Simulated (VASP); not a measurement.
A run of VASP 6.6.1:

File INCAR:

```
SYSTEM = Pb
PREC = Accurate
ENCUT = 600
EDIFF = 1E-7
ISMEAR = 0
SIGMA = 0.1
LREAL = .FALSE.
LASPH = .TRUE.
NELM = 80
ALGO = Normal
ISIF = 3
LWAVE = .FALSE.
LCHARG = .FALSE.
GGA = PE
IVDW = 12
IBRION = 2
NSW = 80
EDIFFG = -0.05
```

KPOINTS

```
regular mesh
0
G
  6 6 4
  0 0 0
```

Contents of POSCAR:

```
Pb
1.0
    3.7558702060      0.0000000000      0.0000000000
   -1.8779351030      3.2526790117      0.0000000000
    0.0000000000      0.0000000000      5.4361924759
Pb
2
Direct
    0.3333333333      0.6666666667      0.0000000000
    0.6666666667      0.3333333333      0.0000000000
```

Potentials or basis: VASP PAW PBE potentials, release 64 (Pb_d).

Run with:

```console
$ cat potpaw_PBE.64/Pb_d/POTCAR > POTCAR
$ mpirun -np 1 vasp_std > vasp.out
```

Hardware: 1 thread of AMD EPYC 7R13, with other jobs on the host.

Q: Estimate the wall time of this run.

A: It took 20 min on 1 thread of AMD EPYC 7R13, with other jobs on the host, peak memory 0.2 GiB. Counts: scf iterations 303, k points 21, ion steps 28.
